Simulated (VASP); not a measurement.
Input of a VASP 6.6.1 run:

File POSCAR:

```
AgCl
1.0
    3.4057849092      0.0390593693      0.0390593693
    0.0390593693      3.4057849092      0.0390593693
    0.0390593693      0.0390593693      3.4057849092
Ag Cl
1 1
Direct
    0.0000000000      0.0000000000      0.0000000000
    0.5000000000      0.5000000000      0.5000000000
```

Contents of INCAR.step1:

```
SYSTEM = AgCl
  PREC = Accurate
  ENCUT = 520
  ISMEAR = 0
  SIGMA = 0.01
  LREAL = .False.
  LASPH = .True.
  NELM = 60
  NBANDS = 16
  GGA = PE
  ALGO = Normal
  EDIFF = 1E-4
  LWAVE = .True.
  LCHARG = .False.
```

File INCAR.step2:

```
SYSTEM = AgCl
  PREC = Accurate
  ENCUT = 520
  EDIFF = 1E-7
  ISMEAR = 0
  SIGMA = 0.01
  LREAL = .False.
  LASPH = .True.
  NELM = 60
  ALGO = Normal
  ISIF = 2
  LWAVE = .False.
  LCHARG = .False.
  METAGGA = R2SCAN
  LMIXTAU = .True.
  NBANDS = 16
  ISTART = 1
```

File KPOINTS:

```
regular mesh
0
Gamma
  8 8 8
  0 0 0
```

Potentials or basis: VASP PAW PBE potentials, release 64 (Ag, Cl).

Run with:

```console
$ cat potpaw_PBE.64/Ag/POTCAR potpaw_PBE.64/Cl/POTCAR > POTCAR
$ cp INCAR.step1 INCAR
$ mpirun -np 1 vasp_std > vasp.out
$ cp INCAR.step2 INCAR
$ mpirun -np 1 vasp_std > vasp.out
```

(1) Estimate the pressure.

(2) Predict the band gap on the k mesh.

## Answers

(1) -0.6 GPa.

(2) 1.11 eV (least direct gap 2.73 eV).

Caveat: the cell differs from its parent crystal (epitaxial 111 strain -0.9%); the PAW data sets were made with another functional, which shifts forces and pressure a little.
